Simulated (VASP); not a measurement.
Crystal: Cd2S5.

```
Cd S
1.0
    -3.20088    2.68571   -0.06529
    -3.28719   -2.78616    0.02546
    -0.92161   -0.18327    9.98395
Cd S
2 5
Direct
  0.56903 0.95461 0.85295
  0.04808 0.43869 0.14356
  0.89976 0.92759 0.28181
  0.10583 0.66786 0.44389
  0.31676 0.89351 0.55235
  0.06471 0.11776 0.72525
  0.56383 0.43198 0.00019
```

| Property | Result |
| --- | --- |
| Program | VASP 6.6.1 |
| Task | relaxation of cell and atoms |
| Functional | PBE |
| Potentials or basis | VASP PAW PBE potentials, release 64 (Cd, S) |
| Cutoff | 600 eV |
| k mesh | 4 × 4 × 2 |
| Occupations | gaussian, width 0.1 eV |
| Spin | no spin polarisation |

At the start: pressure 3.6 GPa; volume 25.32 Å³/atom.

Question: Where does the relaxation end?

Answer: Over 21 steps the energy falls by 44.2 meV/atom and the volume is 25.91 Å³/atom (+2.3 %); space group P1 (No. 1, to 0.1 Å) before, C2 (No. 5, to 0.1 Å).

The path:
```csv
step,energy change (eV),largest force (eV/Å),pressure (GPa),volume (Å³)
1,0.0000,2.7554,3.63,177.23
2,0.0721,2.0601,-3.46,192.23
3,-0.2479,0.7061,-0.26,183.46
4,-0.2482,0.6666,-0.16,183.27
5,-0.2883,0.2105,-0.27,183.52
6,-0.2911,0.2684,-0.27,183.60
7,-0.2999,0.1593,-0.01,182.55
8,-0.3009,0.1356,0.12,182.06
9,-0.3039,0.0968,-0.07,182.28
10,-0.3047,0.1463,-0.20,182.46
11,-0.3065,0.0611,-0.11,182.17
12,-0.3072,0.0685,-0.03,181.90
13,-0.3072,0.0704,-0.02,181.88
14,-0.3075,0.0633,0.00,181.78
15,-0.3082,0.0485,0.03,181.48
16,-0.3079,0.1293,0.11,180.88
17,-0.3084,0.0758,0.06,181.27
18,-0.3087,0.0513,0.03,181.32
19,-0.3090,0.0337,-0.01,181.39
20,-0.3092,0.0266,0.00,181.39
21,-0.3093,0.0201,0.01,181.40
```

Final structure:
```
Cd S
1.0
    -3.20623    2.77277    0.01582
    -3.21475   -2.78012    0.01939
    -1.02669   -0.00688   10.18073
Cd S
2 5
Direct
  0.55807 0.94951 0.85533
  0.05199 0.44090 0.14471
  0.88338 0.93495 0.28026
  0.10509 0.66345 0.44419
  0.33658 0.89232 0.55685
  0.06429 0.11844 0.71912
  0.56861 0.43243 0.99955
```
